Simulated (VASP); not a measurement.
Wanted: the native input for a VASP 6.6.1 run.

- Task: single point
- Functional: PBEsol
- Potentials or basis: VASP PAW PBE potentials, release 64 (Ag)
- Cutoff: 520 eV
- k mesh: 10 × 10 × 6
- Occupations: fermi-dirac, width 0.05 eV
- Spin: no spin polarisation
- Dipole correction: no
- Further INCAR settings: ALGO = Normal; EDIFF = 1e-06; NBANDS = 12

The structure of Ag lies in POSCAR:

```
Ag
1.0
    1.6806200000     -2.3992800000      0.0000000000
    1.6806200000      2.3992800000      0.0000000000
    0.0000000000      0.0000000000      4.6933500000
Ag
1
Direct
    0.0000000000      0.0000000000      0.0000000000
```

These files were run (other wordings do the same):

INCAR

```
  PREC = Accurate
  ENCUT = 520
  EDIFF = 1E-6
  ISMEAR = -1
  SIGMA = 0.05
  LREAL = F
  LASPH = T
  NELM = 100
  ALGO = Normal
  ISIF = 2
  LWAVE = F
  LCHARG = F
  GGA = PS
  NBANDS = 12
```

KPOINTS

```
regular mesh
0
Gamma
  10 10 6
```

Potentials or basis: VASP PAW PBE potentials, release 64 (Ag).

Run with:

```bash
$ cat potpaw_PBE.64/Ag/POTCAR > POTCAR
$ mpirun -np 1 vasp_std > vasp.out
```

Results of the run:

```
Pressure : -6.3 GPa
```

Caveat: the PAW data sets were made with another functional, which shifts forces and pressure a little.

It took 14 s on 1 thread of Intel(R) Xeon(R) 6975P-C (Granite Rapids), on a shared host, peak memory 0.18 GiB.
